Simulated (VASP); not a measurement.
Write the native input for VASP 6.6.1 that does the following.

```yaml
Task: single point
Functional: r2SCAN
Potentials_or_basis: VASP PAW PBE potentials, release 64 (Ca_sv, O)
Cutoff: 520 eV
k_mesh: 12 × 12 × 6
Occupations: gaussian, width 0.01 eV
Spin: no spin polarisation
Dipole_correction: no
Further_INCAR_settings: ALGO = Normal; EDIFF = 1e-07; NBANDS = 24
```

Crystal: CaO.

```xyz
4
Lattice="3.9810 0.0740 0.0000 -1.9264 3.4106 0.0000 0.0000 0.0000 4.7701" Properties=species:S:1:pos:R:3 pbc="T T T"
Ca    0.0221    2.2990    1.1925
Ca    2.0325    1.1857    3.5776
O     2.0278    1.1859    1.1925
O     0.0269    2.2988    3.5776
```

This cell differs from its parent crystal: shear xy strain +3.7%.

These files were run (other wordings do the same):

POSCAR

```
CaO
1.0
    3.9810268763      0.0740470999      0.0000000000
   -1.9263867686      3.4106468581      0.0000000000
    0.0000000000      0.0000000000      4.7701151974
Ca O
2 2
Direct
    0.3282779585      0.6669270202      0.2500000000
    0.6717220415      0.3330729798      0.7500000000
    0.6705668831      0.3331426173      0.2500000000
    0.3294331169      0.6668573827      0.7500000000
```

INCAR.step1

```
SYSTEM = CaO
ALGO     = Normal         ! electronic algorithm
EDIFF    = 1E-4           ! SCF threshold, eV
ENCUT    = 520            ! plane-wave cutoff, eV
GGA      = PE             ! functional
ISMEAR   = 0              ! smearing method
LASPH    = .TRUE.         ! aspherical terms in the spheres
LCHARG   = .FALSE.        ! write CHGCAR
LREAL    = .FALSE.        ! projectors in reciprocal space
LWAVE    = .TRUE.         ! write WAVECAR
NBANDS   = 24             ! bands
NELM     = 80             ! most SCF steps
PREC     = Accurate       ! precision mode
SIGMA    = 0.01           ! smearing width, eV
```

INCAR.step2

```
SYSTEM = CaO
ALGO     = Normal         ! electronic algorithm
EDIFF    = 1E-7           ! SCF threshold, eV
ENCUT    = 520            ! plane-wave cutoff, eV
ISIF     = 2              ! what is computed and relaxed
ISMEAR   = 0              ! smearing method
ISTART   = 1            
LASPH    = .TRUE.         ! aspherical terms in the spheres
LCHARG   = .FALSE.        ! write CHGCAR
LMIXTAU  = .TRUE.       
LREAL    = .FALSE.        ! projectors in reciprocal space
LWAVE    = .FALSE.        ! write WAVECAR
METAGGA  = R2SCAN         ! meta-GGA
NBANDS   = 24             ! bands
NELM     = 80             ! most SCF steps
PREC     = Accurate       ! precision mode
SIGMA    = 0.01           ! smearing width, eV
```

KPOINTS

```
k-points
0
G
  12 12 6
  0 0 0
```

Potentials or basis: VASP PAW PBE potentials, release 64 (Ca_sv, O).

Run with:

```sh
$ cat potpaw_PBE.64/Ca_sv/POTCAR potpaw_PBE.64/O/POTCAR > POTCAR
$ cp INCAR.step1 INCAR
$ mpirun -np 1 vasp_std > vasp.out
$ cp INCAR.step2 INCAR
$ mpirun -np 1 vasp_std > vasp.out
```

Results of the run:

- Pressure: 0.9 GPa
- Largest force: 0.006 eV/Å
- Band gap on the k mesh: 3.61 eV

Caveat: the cell differs from its parent crystal (shear xy strain +3.7%); the PAW data sets were made with another functional, which shifts forces and pressure a little.

Run time: 47 min on 1 thread of Intel Xeon 8259CL, with other jobs on the host, peak memory 0.48 GiB.
